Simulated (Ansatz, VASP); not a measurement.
## Na: VASP beside Ansatz

The input INCAR:

```
SYSTEM = Na
ALGO = Fast
EDIFF = 1E-6
ENCUT = 520
GGA = PS
ISIF = 2
ISMEAR = 0
LASPH = .TRUE.
LCHARG = .TRUE.
LELF = .TRUE.
LREAL = .FALSE.
LVHAR = .TRUE.
LWAVE = .FALSE.
NBANDS = 10
NELM = 100
PREC = Accurate
SIGMA = 0.15
```

Contents of KPOINTS:

```
k-points
0
G
  16 16 16
  0 0 0
```

POSCAR

```
Na
1.0
   -2.1704375000      2.1704375000      2.1175000000
    2.1704375000     -2.1704375000      2.1175000000
    2.1704375000      2.1704375000     -2.1175000000
Na
1
Direct
    0.0000000000      0.0000000000      0.0000000000
```

Input for Ansatz:

```yaml
crystal:
  lattice:
    - [-2.1704375, 2.1704375, 2.1175]
    - [2.1704375, -2.1704375, 2.1175]
    - [2.1704375, 2.1704375, -2.1175]
  atoms:
    - { symbol: Na, position: [0.0, 0.0, 0.0] }
basis:
  ecutwfc: 420
kpoints:
  mp_grid: { grid: [16, 16, 16] }
hamiltonian:
  xc: pbesol
scf:
  occupations: { method: gaussian, width: 0.15 }
output:
  forces: true
  stress: true
  eigenvalues: true
```

Change from the starting cell: strain +0.025 along x and y, +0.000 along z, atoms carried along.

Alike in both runs: task single point; functional PBEsol; k mesh 16 × 16 × 16; occupations gaussian, width 0.15 eV; no spin polarisation.

|  | VASP | Ansatz |
| --- | --- | --- |
| version | VASP 6.6.1 | Ansatz 0.2.0 |
| potentials or method | VASP PAW PBE potentials, release 64 (Na_pv), cutoff 520 eV | scalar-relativistic, plane waves, PAW |
| valence electrons in the cell | 7 | 9 |

```tsv
	VASP	Ansatz	Ansatz less VASP
gap on the k mesh at the Fermi level (eV)	none	none	-
pressure (GPa)	-0.6	-0.6	-0.03
```

VASP's potentials were made for PBE, not for PBEsol. A gap of «none» marks a metal or a gap that the smearing closes. The functional is the same, so the differences come from potentials, cutoffs and numerics. VASP's potentials hold 7 valence electrons a cell and Ansatz's 9, so a difference there can come from the potentials and not from the codes.
